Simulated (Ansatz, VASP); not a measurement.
## Two plane-wave programs on Mg4H

```
CELL_PARAMETERS angstrom
6.42014 0.00000 0.00000
0.00000 5.13791 0.00000
0.00000 0.00000 21.66448
ATOMIC_POSITIONS crystal
Mg 0.00000 0.75000 0.18463
Mg 0.50000 0.75000 0.18463
Mg 0.25000 0.25000 0.22741
Mg 0.75000 0.25000 0.22741
Mg 0.25000 0.75000 0.31732
Mg 0.75000 0.75000 0.31732
Mg 0.00000 0.25000 0.35378
Mg 0.50000 0.25000 0.35378
H 0.69159 0.08333 0.47379
H 0.80841 0.08333 0.47379
```

Alike in both runs: task single point; functional PBE; k mesh 4 × 5 × 1; occupations gaussian, width 0.1 eV; no spin polarisation.

```csv
,VASP,Ansatz
version,VASP 6.6.1,Ansatz 0.2.0
potentials or method,"VASP PAW PBE potentials, release 64 (Mg, H), cutoff 520 eV","scalar-relativistic, plane waves, PAW"
valence electrons in the cell,18,82
```

|  | VASP | Ansatz | Ansatz less VASP |
| --- | --- | --- | --- |
| gap on the k mesh at the Fermi level (eV) | none | none | - |
| rms of the force components (eV/Å) | 0.089 | 0.088 | -0.0009 |

Atom by atom the forces differ by 0.004 eV/Å (rms over components). A gap of «none» marks a metal or a gap that the smearing closes. VASP's potentials hold 18 valence electrons a cell and Ansatz's 82, so a difference there can come from the potentials and not from the codes.
